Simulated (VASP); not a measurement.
Write the native input for VASP 6.6.1 that does the following.

- Task: single point
- Functional: PBEsol
- Potentials or basis: VASP PAW PBE potentials, release 64 (Se)
- Cutoff: 520 eV
- k mesh: 12 × 12 × 8
- Occupations: gaussian, width 0.02 eV
- Spin: no spin polarisation
- Dipole correction: no
- Further INCAR settings: ALGO = Normal; EDIFF = 1e-06; NBANDS = 16

The structure of Se lies in POSCAR:

```
Se
1.0
    4.0415168391      0.0000000000      0.0000000000
   -2.0207584196      3.5000562524      0.0000000000
    0.0000000000      0.0000000000      5.1178959585
Se
3
Direct
    0.2486416704      0.0000000000      0.3333333333
    0.0000000000      0.2486416704      0.6666666667
    0.7513583296      0.7513583296      0.0000000000
```

These files were run (other wordings do the same):

INCAR

```
PREC = Accurate
ENCUT = 520
EDIFF = 1E-6
ISMEAR = 0
SIGMA = 0.02
LREAL = False
LASPH = True
NELM = 100
ALGO = Normal
ISIF = 2
LWAVE = False
LCHARG = False
GGA = PS
NBANDS = 16
```

KPOINTS

```
regular mesh
0
Gamma
  12 12 8
```

Potentials or basis: VASP PAW PBE potentials, release 64 (Se).

Command:

```console
$ cat potpaw_PBE.64/Se/POTCAR > POTCAR
$ mpirun -np 1 vasp_std > vasp.out
```

Results of the run:

* Pressure: 0.2 GPa
* Largest force: 0.029 eV/Å
* Band gap on the k mesh: 0.45 eV, indirect (the least direct gap lies 1.6 meV higher)

Caveat: the PAW data sets were made with another functional, which shifts forces and pressure a little.

Wall time 3.2 min on 1 thread of Oxide Virtual Turin-like Processor (shared host), peak memory 0.23 GiB.
